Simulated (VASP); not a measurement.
# HfBi3O (Pm-3m) in VASP: single point with PBE

Aim: the single point of HfBi3O with PBE.

Everything below comes from runs of VASP 6.6.1. Logs are shortened: lines on timing, memory, paths and dates and some standing lists are left out, and cuts for length are marked.

## 1. The cell of the first run

Symmetry: Pm-3m, No. 221, cubic system. The conventional cell has a = 4.916 Å, b = 4.916 Å, c = 4.916 Å, α = 90.00°, β = 90.00°, γ = 90.00°. Within 4.6 Å of Hf (site symmetry m-3m) lie 12 Bi at 3.48 Å and 8 O at 4.26 Å. Within 3.2 Å of Bi (site symmetry 4/mmm) lie 2 O at 2.46 Å. Within 3.2 Å of O (site symmetry m-3m) lie 6 Bi at 2.46 Å.

The cell was generated, and may not be a known phase.

## 2. Single point, PBE

INCAR reads:

```
SYSTEM = HfBi3O
PREC = Accurate ; ENCUT = 520
EDIFF = 1E-6 ; ISMEAR = 0
SIGMA = 0.1 ; LREAL = .False.
LASPH = .True. ; NELM = 80
ALGO = Normal ; ISIF = 2
LWAVE = .False. ; LCHARG = .True.
GGA = PE ; LELF = .True.
LVHAR = .True. ; NBANDS = 38
```

KPOINTS reads:

```
Automatic mesh
0
Gamma
  8 8 8
  0 0 0
```

POSCAR reads:

```
HfBi3O
1.0
    4.9160228879      0.0000000000      0.0000000000
    0.0000000000      4.9160228879      0.0000000000
    0.0000000000      0.0000000000      4.9160228879
Hf Bi O
1 3 1
Direct
    0.0000000000      0.0000000000      0.0000000000
    0.5000000000      0.0000000000      0.5000000000
    0.5000000000      0.5000000000      0.0000000000
    0.0000000000      0.5000000000      0.5000000000
    0.5000000000      0.5000000000      0.5000000000
```

Potentials or basis: VASP PAW PBE potentials, release 64 (Hf_pv, Bi_d, O).

Started as:

```console
cat potpaw_PBE.64/Hf_pv/POTCAR potpaw_PBE.64/Bi_d/POTCAR potpaw_PBE.64/O/POTCAR > POTCAR
mpirun -np 1 vasp_std > vasp.out
```

OUTCAR:

```text
SYSTEM = HfBi3O
   PREC = Accurate
   ENCUT = 520
   EDIFF = 1E-6
   ISMEAR = 0
   LREAL = .False.
   LASPH = .True.
   NELM = 80
   ISIF = 2
   GGA = PE

 ion  position               nearest neighbor table
   1  0.000  0.000  0.000-   2 3.48   3 3.48   4 3.48   2 3.48   4 3.48   3 3.48   4 3.48   4 3.48
                             2 3.48   3 3.48   2 3.48   3 3.48
   2  0.500  0.000  0.500-   5 2.46   5 2.46   4 3.48   1 3.48   1 3.48   3 3.48   3 3.48   4 3.48
                             3 3.48   3 3.48   1 3.48   4 3.48   1 3.48   4 3.48
   3  0.500  0.500  0.000-   5 2.46   5 2.46   4 3.48   1 3.48   2 3.48   4 3.48   2 3.48   1 3.48
                             2 3.48   2 3.48   1 3.48   4 3.48   4 3.48   1 3.48
   4  0.000  0.500  0.500-   5 2.46   5 2.46   3 3.48   1 3.48   1 3.48   3 3.48   1 3.48   2 3.48
                             1 3.48   2 3.48   3 3.48   2 3.48   3 3.48   2 3.48
   5  0.500  0.500  0.500-   2 2.46   3 2.46   4 2.46   3 2.46   2 2.46   4 2.46

  LATTYP: Found a simple cubic cell.
 ALAT       =     4.9160228879

  Lattice vectors:

 A1 = (   4.9160228879,   0.0000000000,   0.0000000000)
 A2 = (   0.0000000000,   4.9160228879,   0.0000000000)
 A3 = (   0.0000000000,   0.0000000000,   4.9160228879)

Analysis of symmetry for initial positions (statically):
=====================================================================
 Subroutine PRICEL returns:
 Original cell was already a primitive cell.

 Routine SETGRP: Setting up the symmetry group for a
 simple cubic supercell.

 Subroutine GETGRP returns: Found 48 space group operations
 (whereof 48 operations were pure point group operations)
 out of a pool of 48 trial point group operations.

The static configuration has the point symmetry O_h .

Analysis of symmetry for dynamics (positions and initial velocities):
=====================================================================
 Subroutine PRICEL returns:
 Original cell was already a primitive cell.

 Routine SETGRP: Setting up the symmetry group for a
 simple cubic supercell.

 Subroutine GETGRP returns: Found 48 space group operations
 (whereof 48 operations were pure point group operations)
 out of a pool of 48 trial point group operations.

The dynamic configuration has the point symmetry O_h .

 Subroutine INISYM returns: Found 48 space group operations
 (whereof 48 operations are pure point group operations),
 and found     1 'primitive' translations

----------------------------------------------------------------------------------------

                                     Primitive cell

  volume of cell :     118.8069

[... 93 lines left out ...]
   NELM   =     80;   NELMIN=  2; NELMDL= -5     # of ELM steps
   EDIFF  = 0.1E-05   stopping-criterion for ELM
   LREAL  =      F    real-space projection
   EDIFFG = 0.1E-04   stopping-criterion for IOM
   NSW    =      0    number of steps for IOM
   IBRION =     -1    ionic relax: 0-MD 1-quasi-New 2-CG
   NFREE  =      0    steps in history (QN), initial steepest desc. (CG)
   ISIF   =      2    stress and relaxation
   ISYM   =      2    0-nonsym 1-usesym 2-fastsym
   POTIM  = 0.5000    time-step for ionic-motion
   TEBEG  =    0.0;   TEEND  =   0.0 temperature during run
   PSTRESS=    0.0 pullay stress
   NELECT =      61.0000    total number of electrons
   NUPDOWN=      -1.0000    fix difference up-down
   EMIN   =  10.00;   EMAX   =-10.00  energy-range for DOS
   EFERMI =   0.00;   METHOD = LEGACY
   ISMEAR =     0;   SIGMA  =   0.10  broadening in eV -4-tet -1-fermi 0-gaus
   EFERMI_NEDOS =   21; number of points for ismear=-14 and -15
   IALGO  =     38    algorithm
   IMIX   =      4    mixing-type and parameters
     AMIX     =   0.40;   BMIX     =  1.00
     AMIX_MAG =   1.60;   BMIX_MAG =  1.00
  volume/ion in A,a.u.               =      23.76       160.35
  Fermi-wavevector in a.u.,A,eV,Ry     =   1.310904  2.477249 23.381193  1.718469
  Thomas-Fermi vector in A             =   2.441402
   LORBIT       =      0    0 simple, 1 ext, 2 COOP (PROOUT), +10 PAW based schemes
   GGA     = PE    functional components
   LHFCALC =     F    Hartree Fock is set to
   AEXX    =    0.0000 exact exchange contribution
   IVDW    =     0    specifies the selected vdW correction
   LEPSILON=     F    determine dielectric tensor
   LRPA    =     F    only Hartree local field effects (RPA)
 non-spin polarized calculation
 Gauss-broadening in eV      SIGMA  =   0.10
  energy-cutoff  :      520.00
  volume of cell :      118.81
 maximum number of plane-waves:      3228
 NGX is ok and might be reduce to    40
   NGX = 19   NGY = 19   NGZ = 19

 number of electron      60.9999972 magnetization

 Free energy of the ion-electron system (eV)
  ---------------------------------------------------
  ext. energy  EPLUGINS =         0.00000000
  ---------------------------------------------------
  free energy    TOTEN  =       -26.99210470 eV

  energy without entropy =      -26.97538106  energy(sigma->0) =      -26.98374288

 E-fermi :   7.9391     XC(G=0): -10.7503

 val. band max:        7.9208433844   @ k =   0.5000   0.3750   0.1250
 cond. band min:       7.9605849652   @ k =   0.5000   0.3750   0.0000
 fundamental gap:      0.0397415808
 Fermi energy:         7.9391132740

 k-point     1 :       0.0000    0.0000    0.0000
  band No.  band energies     occupation
      1     -24.3448      2.00000
      2     -24.3448      2.00000
      3     -24.3448      2.00000
      4     -15.6016      2.00000
      5     -15.3086      2.00000
      6     -15.3086      2.00000
[... 973 lines left out ...]
     37      11.2069      0.00000
     38      11.2407      0.00000

 [... further k-points ...]
[... 5 lines left out ...]
  --------------------------------------------------------------------------------------
  -------------------------------------------------------------------------------------
  Total       -0.1448557     -0.1448557     -0.1448557     -0.0000000     -0.0000000      0.0000000
  in kB       -1.9534602     -1.9534602     -1.9534602     -0.0000000     -0.0000000      0.0000000
  external PRESSURE =      -1.9534602 kB  Pullay stress =       0.0000000 kB

 VOLUME and BASIS-vectors are now :
 -----------------------------------------------------------------------------
  energy-cutoff  :      520.00
  volume of cell :      118.81
      direct lattice vectors                 reciprocal lattice vectors
     4.916022888  0.000000000  0.000000000     0.203416465  0.000000000  0.000000000
     0.000000000  4.916022888  0.000000000     0.000000000  0.203416465  0.000000000
     0.000000000  0.000000000  4.916022888     0.000000000  0.000000000  0.203416465

 POSITION                                       TOTAL-FORCE (eV/Angst)
 -----------------------------------------------------------------------------------
      0.00000      0.00000      0.00000         0.000000      0.000000      0.000000
      2.45801      0.00000      2.45801         0.000000      0.000000      0.000000
      2.45801      2.45801      0.00000         0.000000      0.000000      0.000000
      0.00000      2.45801      2.45801         0.000000      0.000000      0.000000
      2.45801      2.45801      2.45801         0.000000      0.000000      0.000000
 -----------------------------------------------------------------------------------
    total drift:                               -0.000000     -0.000000     -0.000000

  FREE ENERGIE OF THE ION-ELECTRON SYSTEM (eV)
  ---------------------------------------------------
  free  energy   TOTEN  =       -26.9921047021 eV

  energy  without entropy=      -26.9753810561  energy(sigma->0) =      -26.98374288
```

OSZICAR:

```text
N       E                     dE             d eps       ncg     rms          rms(c)
DAV:   1     0.717062038873E+03    0.71706E+03   -0.31315E+04  2660   0.192E+03
DAV:   2     0.651300751696E+02   -0.65193E+03   -0.63481E+03  2666   0.551E+02
DAV:   3    -0.250668698185E+02   -0.90197E+02   -0.87248E+02  3248   0.200E+02
DAV:   4    -0.299779413947E+02   -0.49111E+01   -0.48482E+01  3078   0.459E+01
DAV:   5    -0.302109136024E+02   -0.23297E+00   -0.23258E+00  3632   0.977E+00    0.223E+01
DAV:   6    -0.271657543122E+02    0.30452E+01   -0.18827E+01  3502   0.245E+01    0.186E+01
DAV:   7    -0.270114495297E+02    0.15430E+00   -0.51859E+00  3084   0.850E+00    0.130E+01
DAV:   8    -0.271979580216E+02   -0.18651E+00   -0.22953E+00  3268   0.652E+00    0.301E+00
DAV:   9    -0.270155801342E+02    0.18238E+00   -0.33740E-01  3254   0.343E+00    0.190E+00
DAV:  10    -0.269934140010E+02    0.22166E-01   -0.33288E-01  3122   0.212E+00    0.615E-01
DAV:  11    -0.269920227438E+02    0.13913E-02   -0.30687E-02  3366   0.102E+00    0.135E-01
DAV:  12    -0.269920962314E+02   -0.73488E-04   -0.23018E-03  3000   0.292E-01    0.307E-02
DAV:  13    -0.269921030508E+02   -0.68194E-05   -0.22297E-04  3226   0.844E-02    0.246E-02
DAV:  14    -0.269921042991E+02   -0.12483E-05   -0.22085E-05  3286   0.255E-02    0.486E-03
DAV:  15    -0.269921047021E+02   -0.40301E-06   -0.24336E-06  2508   0.921E-03
   1 F= -.26992105E+02 E0= -.26983743E+02  d E =-.167236E-01
```

stdout:

```text
POSCAR found type information on POSCAR HfBiO
 POSCAR found :  3 types and       5 ions
 scaLAPACK will be used
 LDA part: xc-table for (Slater+PW92), standard interpolation
 POSCAR, INCAR and KPOINTS ok, starting setup
 FFT: planning ... GRIDC
 FFT: planning ... GRID_SOFT
 FFT: planning ... GRID
 WAVECAR not read
 entering main loop
```

Run time: 4.2 min. Hardware: 1 thread of Intel Xeon 8259CL, shared host; peak memory 0.33 GiB.

Results:

```
Free energy            : -26.9921 eV
Pressure               : -0.2 GPa
Band gap on the k mesh : zero (an odd number of electrons rules out a gap without spin polarisation)
```

Levels at points of the mesh, in eV from the Fermi level:
| k point | band 28 | band 29 | band 30 | band 31 | band 32 | band 33 | band 34 | band 35 |
| --- | --- | --- | --- | --- | --- | --- | --- | --- |
| (0.00, 0.00, 0.00) | -1.58 | -0.16 | 0.18 | 0.18 | 0.30 | 0.30 | 0.30 | 0.33 |
| (0.50, 0.00, 0.00) | -1.83 | -1.83 | -1.63 | -1.63 | 0.37 | 1.00 | 1.03 | 3.28 |
| (0.50, 0.50, 0.00) | -2.38 | -1.57 | -1.57 | -0.69 | 0.15 | 0.52 | 1.63 | 2.97 |
| (0.50, 0.50, 0.50) | -3.01 | -2.13 | -1.65 | 1.06 | 1.06 | 1.21 | 1.21 | 1.21 |

Caveat: spin-orbit coupling is left out, which moves the levels of the heavy elements; an odd number of electrons without spin polarisation forces a metal; a magnetic or distorted state may lie lower.

The gap in the log of VASP goes by the Fermi energy; the results here count the filled bands.